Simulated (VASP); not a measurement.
# Hg (R-3m) in VASP: a series of runs

The runs below take Hg through single point, with LDA.

Program: VASP 6.6.1. These are calculated values, not measurements. Logs are shortened: lines on timing, memory, paths and dates and some standing lists are left out, and cuts for length are marked.

## (1) The cell of the first run

Symmetry: R-3m, No. 166, trigonal system. The conventional cell has a = 3.493 Å, b = 3.493 Å, c = 6.444 Å, α = 90.00°, β = 90.00°, γ = 120.00°. Within 3.9 Å of Hg (site symmetry -3m) lie 12 Hg at 2.95 to 3.49 Å.

## (2) Single point, LDA

File INCAR:

```
PREC = Accurate
ENCUT = 500
EDIFF = 1E-6
ISMEAR = -1
SIGMA = 0.1
LREAL = False
LASPH = True
NELM = 120
ALGO = Normal
ISIF = 2
LWAVE = False
LCHARG = True
GGA = CA
LELF = True
LVHAR = True
NBANDS = 16
GGA_COMPAT = False
```

File KPOINTS:

```
regular mesh
0
Gamma
  4 4 4
```

File POSCAR:

```
Hg
1.0
    1.7463233735      1.0082402698      2.1478810803
   -1.7463233735      1.0082402698      2.1478810803
    0.0000000000     -2.0164805396      2.1478810803
Hg
1
Direct
    0.0000000000      1.0000000000      0.0000000000
```

Potentials or basis: VASP PAW LDA potentials, release 64 (Hg_sv_GW).

Command:

```
> cat potpaw_LDA.64/Hg_sv_GW/POTCAR > POTCAR
> mpirun -np 1 vasp_std > vasp.out
```

OUTCAR:

```text
PREC = Accurate
   ENCUT = 500
   EDIFF = 1E-6
   ISMEAR = -1
   LREAL = False
   LASPH = True
   NELM = 120
   ISIF = 2
   GGA = CA

 ion  position               nearest neighbor table
   1  0.000  0.000  0.000-

  LATTYP: Found a trigonal (rhomboedric) cell.
 ALAT       =     2.9461138643
 COS(alpha) =     0.2972833017

  Lattice vectors:

 A1 = (   1.7463233735,   1.0082402698,   2.1478810803)
 A2 = (  -1.7463233735,   1.0082402698,   2.1478810803)
 A3 = (   0.0000000000,  -2.0164805396,   2.1478810803)

Analysis of symmetry for initial positions (statically):
=====================================================================
 Subroutine PRICEL returns:
 Original cell was already a primitive cell.

 Routine SETGRP: Setting up the symmetry group for a
 trigonal (rhombohedral) supercell.

 Subroutine GETGRP returns: Found 12 space group operations
 (whereof 12 operations were pure point group operations)
 out of a pool of 12 trial point group operations.

The static configuration has the point symmetry D_3d.

Analysis of symmetry for dynamics (positions and initial velocities):
=====================================================================
 Subroutine PRICEL returns:
 Original cell was already a primitive cell.

 Routine SETGRP: Setting up the symmetry group for a
 trigonal (rhombohedral) supercell.

 Subroutine GETGRP returns: Found 12 space group operations
 (whereof 12 operations were pure point group operations)
 out of a pool of 12 trial point group operations.

The dynamic configuration has the point symmetry D_3d.

 Subroutine INISYM returns: Found 12 space group operations
 (whereof 12 operations are pure point group operations),
 and found     1 'primitive' translations

----------------------------------------------------------------------------------------

                                     Primitive cell

  volume of cell :      22.6908

  direct lattice vectors                    reciprocal lattice vectors
     1.746323374  1.008240270  2.147881080     0.286315815  0.165304513  0.155191708
    -1.746323374  1.008240270  2.147881080    -0.286315815  0.165304513  0.155191708
     0.000000000 -2.016480540  2.147881080     0.000000000 -0.330609026  0.155191708

  length of vectors
     2.946113864  2.946113864  2.946113864     0.365221569  0.365221569  0.365221569

[... 61 lines left out ...]
   LNONCOLLINEAR =      F non collinear calculations
   LSORBIT =      F    spin-orbit coupling
   LASPH  =      T    aspherical Exc in radial PAW
   ENCUT  =  500.0 eV  36.75 Ry    6.06 a.u.   5.37  5.37  5.37*2*pi/ulx,y,z
   NELM   =    120;   NELMIN=  2; NELMDL= -5     # of ELM steps
   EDIFF  = 0.1E-05   stopping-criterion for ELM
   LREAL  =      F    real-space projection
   EDIFFG = 0.1E-04   stopping-criterion for IOM
   NSW    =      0    number of steps for IOM
   IBRION =     -1    ionic relax: 0-MD 1-quasi-New 2-CG
   NFREE  =      0    steps in history (QN), initial steepest desc. (CG)
   ISIF   =      2    stress and relaxation
   ISYM   =      2    0-nonsym 1-usesym 2-fastsym
   POTIM  = 0.5000    time-step for ionic-motion
   TEBEG  =    0.0;   TEEND  =   0.0 temperature during run
   PSTRESS=    0.0 pullay stress
   NELECT =      20.0000    total number of electrons
   NUPDOWN=      -1.0000    fix difference up-down
   EMIN   =  10.00;   EMAX   =-10.00  energy-range for DOS
   EFERMI =   0.00;   METHOD = LEGACY
   ISMEAR =    -1;   SIGMA  =   0.10  broadening in eV -4-tet -1-fermi 0-gaus
   EFERMI_NEDOS =   21; number of points for ismear=-14 and -15
   IALGO  =     38    algorithm
   IMIX   =      4    mixing-type and parameters
     AMIX     =   0.40;   BMIX     =  1.00
     AMIX_MAG =   1.60;   BMIX_MAG =  1.00
  volume/ion in A,a.u.               =      22.69       153.13
  Fermi-wavevector in a.u.,A,eV,Ry     =   1.569645  2.966199 33.521835  2.463785
  Thomas-Fermi vector in A             =   2.671497
   LORBIT       =      0    0 simple, 1 ext, 2 COOP (PROOUT), +10 PAW based schemes
   GGA     = CA    functional components
   LHFCALC =     F    Hartree Fock is set to
   AEXX    =    0.0000 exact exchange contribution
   IVDW    =     0    specifies the selected vdW correction
   LEPSILON=     F    determine dielectric tensor
   LRPA    =     F    only Hartree local field effects (RPA)
 non-spin polarized calculation
  energy-cutoff  :      500.00
  volume of cell :       22.69
 maximum number of plane-waves:       595
 NGX is ok and might be reduce to    24
   NGX = 11   NGY = 11   NGZ = 11

 number of electron      19.9999992 magnetization

 Free energy of the ion-electron system (eV)
  ---------------------------------------------------
  ext. energy  EPLUGINS =         0.00000000
  ---------------------------------------------------
  free energy    TOTEN  =        -0.85481067 eV

  energy without entropy =       -0.83637904  energy(sigma->0) =       -0.84559485

 E-fermi :   6.0734     XC(G=0): -11.9120

 val. band max:        5.9721094311   @ k =   0.5000   0.5000  -0.0000
 cond. band min:       6.2985065048   @ k =   0.5000   0.5000   0.5000
 fundamental gap:      0.3263970737
 Fermi energy:         6.0734132244

 k-point     1 :       0.0000    0.0000    0.0000
  band No.  band energies     occupation
      1    -108.4069      2.00000
      2     -57.0046      2.00000
      3     -57.0046      2.00000
      4     -56.9711      2.00000
      5      -3.3854      2.00000
      6      -1.8227      2.00000
[... 224 lines left out ...]
      3     -57.0362      2.00000
      4     -57.0362      2.00000
      5      -2.0500      2.00000
      6      -1.3379      2.00000
[... 8 lines left out ...]
     15      20.9549      0.00000
     16      21.6493      0.00000

------------------------ aborting loop because EDIFF is reached ----------------------------------------

  FORCE on cell =-STRESS in cart. coord.  units (eV):
  Direction    XX          YY          ZZ          XY          YZ          ZX
  --------------------------------------------------------------------------------------
  -------------------------------------------------------------------------------------
  Total       -0.5499243     -0.5499243      1.3496409      0.0000000     -0.0000000     -0.0000000
  in kB      -38.8296338    -38.8296338     95.2968680      0.0000000     -0.0000000     -0.0000000
  external PRESSURE =       5.8792001 kB  Pullay stress =       0.0000000 kB

 VOLUME and BASIS-vectors are now :
 -----------------------------------------------------------------------------
  energy-cutoff  :      500.00
  volume of cell :       22.69
      direct lattice vectors                 reciprocal lattice vectors
     1.746323374  1.008240270  2.147881080     0.286315815  0.165304513  0.155191708
    -1.746323374  1.008240270  2.147881080    -0.286315815  0.165304513  0.155191708
     0.000000000 -2.016480540  2.147881080     0.000000000 -0.330609026  0.155191708

 POSITION                                       TOTAL-FORCE (eV/Angst)
 -----------------------------------------------------------------------------------
      0.00000      0.00000      0.00000         0.000000     -0.000000      0.000000
 -----------------------------------------------------------------------------------
    total drift:                               -0.000000     -0.000000      0.000000

  FREE ENERGIE OF THE ION-ELECTRON SYSTEM (eV)
  ---------------------------------------------------
  free  energy   TOTEN  =        -0.8548106692 eV

  energy  without entropy=       -0.8363790405  energy(sigma->0) =       -0.84559485
```

OSZICAR:

```text
N       E                     dE             d eps       ncg     rms          rms(c)
DAV:   1     0.301397486414E+03    0.30140E+03   -0.12091E+04   416   0.168E+03
DAV:   2     0.185565309473E+02   -0.28284E+03   -0.26333E+03   416   0.603E+02
DAV:   3    -0.347608396337E+00   -0.18904E+02   -0.18822E+02   664   0.149E+02
DAV:   4    -0.910332627328E+00   -0.56272E+00   -0.56269E+00   480   0.266E+01
DAV:   5    -0.918545435998E+00   -0.82128E-02   -0.82128E-02   648   0.360E+00    0.278E+01
DAV:   6    -0.860527380679E+00    0.58018E-01   -0.10699E-01   656   0.632E+00    0.158E+01
DAV:   7    -0.855373590398E+00    0.51538E-02   -0.15743E-02   664   0.159E+00    0.150E+00
DAV:   8    -0.854821818427E+00    0.55177E-03   -0.24251E-03   624   0.117E+00    0.945E-02
DAV:   9    -0.854810972564E+00    0.10846E-04   -0.75517E-05   480   0.137E-01    0.149E-02
DAV:  10    -0.854810669222E+00    0.30334E-06   -0.38931E-06   576   0.478E-02
   1 F= -.85481067E+00 E0= -.84559485E+00  d E =-.184316E-01
```

Run time: 6.9 s. Hardware: 1 thread of Intel Xeon Platinum 8259CL at 2.50GHz (Skylake/Cascade Lake), shared host; peak memory 0.13 GiB.

Results:

```
Free energy            : -0.8548 eV
Pressure               : 0.6 GPa
Band gap on the k mesh : zero (band 10 reaches 6.30 eV, above the bottom of band 11 at 4.00 eV)
```

Caveat: the k points lie up to 0.57 Å⁻¹ apart; spin-orbit coupling is left out, which moves the levels of the heavy elements.

## (3) Single point, LDA

File INCAR:

```
  PREC = Accurate
  ENCUT = 500
  EDIFF = 1E-6
  ISMEAR = -1
  SIGMA = 0.1
  LREAL = F
  LASPH = T
  NELM = 120
  ALGO = Normal
  ISIF = 2
  LWAVE = F
  LCHARG = F
  GGA = CA
  NBANDS = 16
  GGA_COMPAT = F
```

File KPOINTS:

```
regular mesh
0
Gamma
  11 11 11
```

POSCAR is that of step 2.

Potentials or basis: VASP PAW LDA potentials, release 64 (Hg_sv_GW).

Command:

```
> cat potpaw_LDA.64/Hg_sv_GW/POTCAR > POTCAR
> mpirun -np 1 vasp_std > vasp.out
```

It took 21 s on 1 thread of Intel Xeon Platinum 8375C at 2.90GHz (Ice Lake), shared host; peak memory 0.18 GiB.

It converged, with:

```
Free energy            : -0.9845 eV
Pressure               : -1.1 GPa
Band gap on the k mesh : zero (band 10 reaches 7.34 eV, above the bottom of band 11 at 4.59 eV)
```

Stress tensor (GPa, compression positive):
```
-1.19  0.00  0.00
 0.00 -1.19  0.00
 0.00  0.00 -1.03
```

Levels at points of the mesh, in eV from the Fermi level:
```
           k point  band 6  band 7  band 8  band 9  band 10  band 11  band 12  band 13  band 14  band 15
(0.00, 0.00, 0.00)   -7.99   -7.99   -6.31   -6.20    -6.20    11.57    12.23    12.23    17.08    18.42
```

Caveat: spin-orbit coupling is left out, which moves the levels of the heavy elements.

## (4) Single point, LDA

File INCAR:

```
ALGO = Normal
EDIFF = 1E-6
ENCUT = 500
GGA_COMPAT = F
ISIF = 2
ISMEAR = -1
LASPH = T
LCHARG = F
LREAL = F
LWAVE = F
NBANDS = 16
NELM = 120
PREC = Accurate
SIGMA = 0.1
```

File KPOINTS:

```
k-points
0
Gamma
  7 7 7
```

POSCAR is that of step 3.

Command:

```
> cat potpaw_LDA.64/Hg_sv_GW/POTCAR > POTCAR
> mpirun -np 1 vasp_std > vasp.out
```

Wall time 5 s (1 thread of Intel Xeon 6975P-C (Granite Rapids), shared host); peak memory 0.15 GiB.

It converged, with:

* Free energy: -0.9481 eV
* Pressure: -0.2 GPa
* Band gap on the k mesh: zero (band 10 reaches 7.63 eV, above the bottom of band 11 at 5.28 eV)

Stress tensor (GPa, compression positive):
```
-0.70  0.00  0.00
 0.00 -0.70  0.00
 0.00  0.00  0.69
```

Levels at points of the mesh, in eV from the Fermi level:
```
           k point  band 7  band 8  band 9  band 10  band 11  band 12  band 13  band 14
(0.00, 0.00, 0.00)   -7.92   -6.23   -6.12    -6.12    11.64    12.29    12.29    17.15
```

Caveat: spin-orbit coupling is left out, which moves the levels of the heavy elements.

## (5) Overview

| k mesh | gap on the mesh (eV) | pressure (GPa) |
| --- | --- | --- |
| 4 × 4 × 4 | none | 0.6 |
| 11 × 11 × 11 | none | -1.1 |
| 7 × 7 × 7 | none | -0.2 |

Alike in all rows: task single point; level LDA; potentials or basis VASP PAW LDA potentials, release 64 (Hg_sv_GW); no spin polarisation; cell as given; cutoff (eV) 500; smearing fermi-dirac 0.1 eV.

Caveats: some runs use coarse meshes; spin-orbit coupling is left out, which moves the levels of the heavy elements.

Total energies depend on the potentials used, so only differences within one code and one set of settings carry meaning.
